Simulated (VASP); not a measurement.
# SiO2 (R-3m) in VASP: single point with PBE+D3(BJ)

Aim: the single point of SiO2 with PBE+D3(BJ).

Program: VASP 6.6.1. These are calculated values, not measurements. Logs are shortened: lines on timing, memory, paths and dates and some standing lists are left out, and cuts for length are marked.

**1. The cell of the first run**

It takes space group R-3m (No. 166, trigonal). The conventional cell has a = 2.687 Å, b = 2.687 Å, c = 13.714 Å, α = 90.00°, β = 90.00°, γ = 120.00°. Si (site symmetry -3m) has 6 O at 1.80 Å within 2.4 Å. Within 2.4 Å of O (site symmetry 3m) lie 3 Si at 1.80 Å and 3 O at 2.40 Å.

**2. Single point, PBE+D3(BJ)**

Contents of POSCAR:

```
SiO2
1.0
    1.3436707835      0.7757686886      4.5713777720
   -1.3436707835      0.7757686886      4.5713777720
    0.0000000000     -1.5515373772      4.5713777720
Si O
1 2
Direct
    0.5000000000      0.5000000000      0.5000000000
    0.7666236705      0.7666236705      0.7666236705
    0.2333763295      0.2333763295      0.2333763295
```

Contents of INCAR.step1:

```
  PREC = Accurate
  ENCUT = 520
  EDIFF = 1E-6
  ISMEAR = 0
  SIGMA = 0.02
  LREAL = False
  LASPH = True
  NELM = 100
  ALGO = Normal
  ISIF = 2
  LWAVE = False
  LCHARG = True
  GGA = PE
  IVDW = 12
  NBANDS = 15
```

Contents of KPOINTS.step1:

```
regular mesh
0
Gamma
  12 12 12
```

Contents of INCAR.step2:

```
  PREC = Accurate
  ENCUT = 520
  EDIFF = 1E-6
  ISMEAR = -5
  SIGMA = 0.02
  LREAL = False
  LASPH = True
  NELM = 100
  ALGO = Normal
  ISIF = 2
  LWAVE = False
  LCHARG = False
  GGA = PE
  IVDW = 12
  LORBIT = 11
  NEDOS = 2001
  ICHARG = 11
```

Contents of KPOINTS.step2:

```
regular mesh
0
Gamma
  18 18 18
```

Potentials or basis: VASP PAW PBE potentials, release 64 (Si, O).

Launch:

```console
$ cat potpaw_PBE.64/Si/POTCAR potpaw_PBE.64/O/POTCAR > POTCAR
$ cp INCAR.step1 INCAR
$ cp KPOINTS.step1 KPOINTS
$ mpirun -np 1 vasp_std > vasp.out
$ cp INCAR.step2 INCAR
$ cp KPOINTS.step2 KPOINTS
$ mpirun -np 1 vasp_std > vasp.out
```

OUTCAR:

```text
PREC = Accurate
   ENCUT = 520
   EDIFF = 1E-6
   ISMEAR = -5
   LREAL = False
   LASPH = True
   NELM = 100
   ISIF = 2
   GGA = PE
   IVDW = 12
   LORBIT = 11
   ICHARG = 11
 IVDW          = 12

 ion  position               nearest neighbor table
   1  0.500  0.500  0.500-   3 1.80   3 1.80   2 1.80   2 1.80   3 1.80   2 1.80
   2  0.767  0.767  0.767-   1 1.80   1 1.80   1 1.80
   3  0.233  0.233  0.233-   1 1.80   1 1.80   1 1.80

  LATTYP: Found a trigonal (rhomboedric) cell.
 ALAT       =     4.8275006957
 COS(alpha) =     0.8450573235

  Lattice vectors:

 A1 = (   1.3436707835,   0.7757686886,   4.5713777720)
 A2 = (  -1.3436707835,   0.7757686886,   4.5713777720)
 A3 = (   0.0000000000,  -1.5515373772,   4.5713777720)

Analysis of symmetry for initial positions (statically):
=====================================================================
 Subroutine PRICEL returns:
 Original cell was already a primitive cell.

 Routine SETGRP: Setting up the symmetry group for a
 trigonal (rhombohedral) supercell.

 Subroutine GETGRP returns: Found 12 space group operations
 (whereof 12 operations were pure point group operations)
 out of a pool of 12 trial point group operations.

The static configuration has the point symmetry D_3d.

Analysis of symmetry for dynamics (positions and initial velocities):
=====================================================================
 Subroutine PRICEL returns:
 Original cell was already a primitive cell.

 Routine SETGRP: Setting up the symmetry group for a
 trigonal (rhombohedral) supercell.

 Subroutine GETGRP returns: Found 12 space group operations
 (whereof 12 operations were pure point group operations)
 out of a pool of 12 trial point group operations.

The dynamic configuration has the point symmetry D_3d.

 Subroutine INISYM returns: Found 12 space group operations
 (whereof 12 operations are pure point group operations),
 and found     1 'primitive' translations

----------------------------------------------------------------------------------------

                                     Primitive cell

  volume of cell :      28.5906

  direct lattice vectors                    reciprocal lattice vectors
     1.343670783  0.775768689  4.571377772     0.372114960  0.214840672  0.072917477
    -1.343670783  0.775768689  4.571377772    -0.372114960  0.214840672  0.072917477
     0.000000000 -1.551537377  4.571377772     0.000000000 -0.429681345  0.072917477

  length of vectors
     4.827500696  4.827500696  4.827500696     0.435824525  0.435824525  0.435824525

  position of ions in fractional coordinates (direct lattice)
[... 104 lines left out ...]
  volume/ion in A,a.u.               =       9.53        64.31
  Fermi-wavevector in a.u.,A,eV,Ry     =   1.349088  2.549407 24.763132  1.820039
  Thomas-Fermi vector in A             =   2.476704
   LORBIT       =     11    0 simple, 1 ext, 2 COOP (PROOUT), +10 PAW based schemes
   GGA     = PE    functional components
   LHFCALC =     F    Hartree Fock is set to
   AEXX    =    0.0000 exact exchange contribution
   IVDW    =    12    specifies the selected vdW correction
   LEPSILON=     F    determine dielectric tensor
   LRPA    =     F    only Hartree local field effects (RPA)
 non-spin polarized calculation
 Fermi weights with tetrahedron method with Bloechl corrections
  energy-cutoff  :      520.00
  volume of cell :       28.59
 maximum number of plane-waves:       783

 number of electron      15.9999996 magnetization

 Free energy of the ion-electron system (eV)
  ---------------------------------------------------
  ext. energy  EPLUGINS =         0.00000000
  ---------------------------------------------------
  free energy    TOTEN  =       -22.72666174 eV

  energy without entropy =      -22.72666174  energy(sigma->0) =      -22.72666174

 E-fermi :   4.2539     XC(G=0): -10.7882

 val. band max:        4.2456207475   @ k =  -0.1111   0.1111   0.0000
 cond. band min:      10.3822955500   @ k =   0.0000   0.0000   0.0000
 fundamental gap:      6.1366748025
 Fermi energy:         4.2538589435

 k-point     1 :       0.0000    0.0000    0.0000
  band No.  band energies     occupation
      1     -17.2869      2.00000
      2     -13.3716      2.00000
      3      -1.1589      2.00000
      4       1.8936      2.00000
      5       1.8936      2.00000
      6       3.0029      2.00000
      7       3.0029      2.00000
      8       4.0005      2.00000
      9      10.3823      0.00000
     10      12.3679      0.00000
     11      17.3486      0.00000
     12      17.3515      0.00000
[... 331 lines left out ...]
 k-point    24 :      -0.2222    0.0556    0.0000
  band No.  band energies     occupation
      1     -16.2077      2.00000
      2     -13.0700      2.00000
      3      -1.6334      2.00000
      4      -0.7828      2.00000
      5       0.4079      2.00000
      6       1.3179      2.00000
      7       2.7291      2.00000
      8       4.0932      2.00000
      9      12.8337      0.00000
     10      14.1498      0.00000
     11      15.9856      0.00000
     12      17.9247      0.00000

 [... further k-points ...]

------------------------ aborting loop because EDIFF is reached ----------------------------------------

 Edisp (eV)   -0.56360

 E8    (eV) :    -0.1890

  FORCE on cell =-STRESS in cart. coord.  units (eV):
  Direction    XX          YY          ZZ          XY          YZ          ZX
  --------------------------------------------------------------------------------------
  -------------------------------------------------------------------------------------
  Total       0.15006     0.15006    -0.01802     0.00000     0.00000     0.00000
  in kB       8.40940     8.40940    -1.01003     0.00000     0.00000     0.00000
  external pressure =        5.27 kB  Pullay stress =        0.00 kB

 VOLUME and BASIS-vectors are now :
 -----------------------------------------------------------------------------
  energy-cutoff  :      520.00
  volume of cell :       28.59
      direct lattice vectors                 reciprocal lattice vectors
     1.343670783  0.775768689  4.571377772     0.372114960  0.214840672  0.072917477
    -1.343670783  0.775768689  4.571377772    -0.372114960  0.214840672  0.072917477
     0.000000000 -1.551537377  4.571377772     0.000000000 -0.429681345  0.072917477

 POSITION                                       TOTAL-FORCE (eV/Angst)
 -----------------------------------------------------------------------------------
      0.00000      0.00000      6.85707         0.000000     -0.000000      0.000000
      0.00000      0.00000     10.51358         0.000000      0.000000     -0.012868
      0.00000      0.00000      3.20055         0.000000      0.000000      0.012868
 -----------------------------------------------------------------------------------
    total drift:                               -0.000000      0.000000     -0.000000

  FREE ENERGIE OF THE ION-ELECTRON SYSTEM (eV)
  ---------------------------------------------------
  free  energy   TOTEN  =       -23.2902587552 eV

  energy  without entropy=      -23.2902587552  energy(sigma->0) =      -23.29025876

 total charge

# of ion       s       p       d       tot
------------------------------------------
    1        0.603   0.874   0.000   1.476
    2        1.566   3.608   0.000   5.174
    3        1.566   3.608   0.000   5.174
--------------------------------------------------
tot          3.734   8.090   0.000  11.824
```

OSZICAR.step1:

```text
N       E                     dE             d eps       ncg     rms          rms(c)
DAV:   1     0.561328774303E+02    0.56133E+02   -0.86252E+03  5750   0.101E+03
DAV:   2    -0.221362725765E+02   -0.78269E+02   -0.73899E+02  7720   0.224E+02
DAV:   3    -0.248214848326E+02   -0.26852E+01   -0.26799E+01  6643   0.406E+01
DAV:   4    -0.248367645806E+02   -0.15280E-01   -0.15279E-01  6755   0.352E+00
DAV:   5    -0.248368998347E+02   -0.13525E-03   -0.13525E-03  6608   0.313E-01    0.117E+01
DAV:   6    -0.227133535266E+02    0.21235E+01   -0.43771E+00  5950   0.195E+01    0.533E+00
DAV:   7    -0.227207315763E+02   -0.73780E-02   -0.24367E-01  6342   0.394E+00    0.212E+00
DAV:   8    -0.227237916947E+02   -0.30601E-02   -0.10251E-02  6440   0.117E+00    0.665E-01
DAV:   9    -0.227264524018E+02   -0.26607E-02   -0.45606E-03  5950   0.673E-01    0.197E-01
DAV:  10    -0.227266436842E+02   -0.19128E-03   -0.28992E-04  6405   0.150E-01    0.339E-02
DAV:  11    -0.227266465760E+02   -0.28918E-05   -0.40146E-05  6237   0.695E-02    0.107E-02
DAV:  12    -0.227266477280E+02   -0.11520E-05   -0.43997E-06  6426   0.195E-02    0.262E-03
DAV:  13    -0.227266479509E+02   -0.22289E-06   -0.35919E-07  4725   0.510E-03
   1 F= -.23290245E+02 E0= -.23290245E+02  d E =-.475111E-38
```

Run time: 5.2 min. Hardware: 1 thread of Intel Xeon Platinum 8175M at 2.50GHz (Skylake/Cascade Lake), shared host; peak memory 0.35 GiB.

Results:

```yaml
Valence_electrons_inside_the_program's_atomic_spheres: Si 1.48; O 5.17
Dispersion_energy_per_atom: -0.188 eV
```
